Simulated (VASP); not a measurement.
Crystal: Mg.

```
Mg
1.0
     3.20930    0.00000    0.00000
    -1.60465    2.77934    0.00000
     0.00000    0.00000    5.21030
Mg
2
Direct
  0.33333 0.66667 0.25000
  0.66667 0.33333 0.75000
```

Base run:

| Item | Value |
| --- | --- |
| Program | VASP 6.6.1 |
| Functional | PBE |
| Potentials or basis | VASP PAW PBE potentials, release 64 (Mg) |
| Cutoff | 520 eV |
| k mesh | 12 × 12 × 7 |
| Occupations | fermi-dirac, width 0.05 eV |
| Spin | no spin polarisation |

Its results: band gap on the k mesh zero (bands 2 and 3 overlap by 2.24 eV); pressure -0.6 GPa.

Task: The run is repeated on the same cell with these changes: functional from PBE to r2SCAN; further incar settings from ALGO = Normal; EDIFF = 1e-06; NBANDS = 9 to ALGO = Normal; EDIFF = 1e-08; NBANDS = 9. What comes out?

Result: Band gap on the k mesh zero (bands 2 and 3 overlap by 2.23 eV); pressure -1.4 GPa.

Caveats: the PAW data sets were made with another functional, which shifts forces and pressure a little (at least some runs).
